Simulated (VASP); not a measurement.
A run of VASP 6.6.1 is set up as follows.

Contents of INCAR:

```
  ALGO = Normal
  EDIFF = 1E-6
  ENCUT = 600
  GGA_COMPAT = False
  ISIF = 2
  ISMEAR = 0
  LASPH = True
  LCHARG = False
  LREAL = False
  LWAVE = False
  NBANDS = 18
  NELM = 120
  PREC = Accurate
  SIGMA = 0.1
```

File KPOINTS:

```
k-points
0
Gamma
  6 6 6
```

Contents of POSCAR:

```
CuPd
1.0
    2.9329422741      0.0000000000      0.0000000000
    0.0000000000      2.9329422741      0.0000000000
    0.0000000000      0.0000000000      2.9329422741
Cu Pd
1 1
Direct
    0.0000000000      0.0000000000      0.0000000000
    0.5000000000      0.5000000000      0.5000000000
```

Potentials or basis: VASP PAW LDA potentials, release 64 (Cu, Pd).

Launch:

```sh
$ cat potpaw_LDA.64/Cu/POTCAR potpaw_LDA.64/Pd/POTCAR > POTCAR
$ mpirun -np 1 vasp_std > vasp.out
```

Question: Predict the pressure.

Answer: 0.6 GPa.
